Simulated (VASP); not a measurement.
**KCl: electric field gradients with PBEsol**

Crystal: KCl.

```xyz
2
Lattice="3.6461 0.0000 0.0000 0.0000 3.6461 0.0000 0.0000 0.0000 3.6461" Properties=species:S:1:pos:R:3 pbc="T T T"
K     0.0000    0.0000    0.0000
Cl    1.8230    1.8230    1.8230
```

This cell differs from its parent crystal: volume scaled by 1.01.

| Quantity | Value |
| --- | --- |
| Program | VASP 6.6.1 |
| Task | electric field gradients |
| Functional | PBEsol |
| Potentials or basis | VASP PAW PBE potentials, release 64 (K_sv, Cl) |
| Cutoff | 520 eV |
| k mesh | 7 × 7 × 7 |
| Occupations | fermi-dirac, width 0.01 eV |
| Spin | no spin polarisation |
| Dipole correction | no |
| Further INCAR settings | ALGO = Normal; EDIFF = 1e-08; NBANDS = 15 |

```json
{"Pressure": "2.1 GPa", "Band gap on the k mesh": "5.34 eV, indirect (least direct gap 5.55 eV)"}
```

Levels at points of the mesh, in eV from the valence-band top:
```csv
k point,band 6,band 7,band 8,band 9,band 10,band 11
"(0.00, 0.00, 0.00)",-0.20,-0.20,-0.20,5.34,6.27,6.27
```

It took 12 s on 1 thread of Intel(R) Xeon(R) Platinum 8259CL CPU @ 2.50GHz (Skylake/Cascade Lake) (shared host), peak memory 0.16 GiB.

Caveat: without QUAD_EFG the Cq values of the log hold for a quadrupole moment of 1 mb, not for the nuclei; the PAW data sets were made with another functional, which shifts forces and pressure a little. A k mesh can miss the band edges.
